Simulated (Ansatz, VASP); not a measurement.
Two plane-wave programs on AlGa2As3

```
Al Ga As
1.0
     4.06113    0.00000    0.00000
    -2.03057    3.51704    0.00000
     0.00000    0.00000    9.92139
Al Ga As
1 2 3
Cartesian
  0.0000 2.3447 6.6204
  0.0000 0.0000 -0.0009
  2.0306 1.1723 3.3078
  2.0306 1.1723 0.8256
  0.0000 2.3447 4.1404
  0.0000 0.0000 7.4299
```

Alike in both runs: functional PBE; k mesh 6 × 6 × 2; occupations gaussian, width 0.1 eV; no spin polarisation.

Ansatz relaxed the structure, and its values are those at the end. VASP's run is a single point on that final structure, the one shown.

|  | VASP | Ansatz |
| --- | --- | --- |
| version | VASP 6.6.1 | Ansatz 0.2.0 |
| potentials or method | VASP PAW PBE potentials, release 64 (Al, Ga_d, As), cutoff 520 eV | scalar-relativistic, plane waves, PAW |
| valence electrons in the cell | 44 | 74 |

Ansatz gave:

| Property | Result |
| --- | --- |
| gap on the k mesh at the Fermi level (eV) | 0.54 |
| least direct gap on the mesh (eV) | 0.54 |
| pressure (GPa) | 0.0 |
| rms of the force components (eV/Å) | 0.003 |

**Question.** Estimate VASP's values.

**Answer.** gap on the k mesh at the Fermi level (eV): 0.54; least direct gap on the mesh (eV): 0.54; pressure (GPa): 0.2; rms of the force components (eV/Å): 0.003.

The functional is the same, so the differences come from potentials, cutoffs and numerics. VASP's potentials hold 44 valence electrons a cell and Ansatz's 74, so a difference there can come from the potentials and not from the codes.
